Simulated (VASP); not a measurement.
BN:

```
N B
1.0
     2.55394    0.00000    0.00000
    -1.27697    2.21178    0.00000
     0.00000    0.00000    4.22685
N B
2 2
Cartesian
  0.0000 1.4745 0.5295
  1.2770 0.7373 2.6430
  0.0000 1.4745 2.1123
  1.2770 0.7373 4.2257
```

Base run:

* Program: VASP 6.6.1
* Functional: r2SCAN
* Potentials or basis: VASP PAW PBE potentials, release 64 (N, B)
* Cutoff: 660 eV
* k mesh: 12 × 12 × 6
* Occupations: gaussian, width 0.01 eV
* Spin: no spin polarisation

Its results: band gap on the k mesh 5.72 eV (least direct gap 8.92 eV); pressure -3.6 GPa; largest force 0.021 eV/Å.

Q: The run is repeated on the same cell with these changes: functional from r2SCAN to PBE; cutoff from 660 eV to 600 eV; k mesh from 12 × 12 × 6 to 9 × 9 × 4. What comes out?

A: Band gap on the k mesh 5.20 eV (least direct gap 8.22 eV); pressure -0.1 GPa; largest force 0.015 eV/Å.

Several settings changed at once.

Caveats: the cell stands under tension (at least some runs); the PAW data sets were made with another functional, which shifts forces and pressure a little (at least some runs); an odd mesh through Γ misses points on the zone boundary, where band edges can lie (at least some runs).
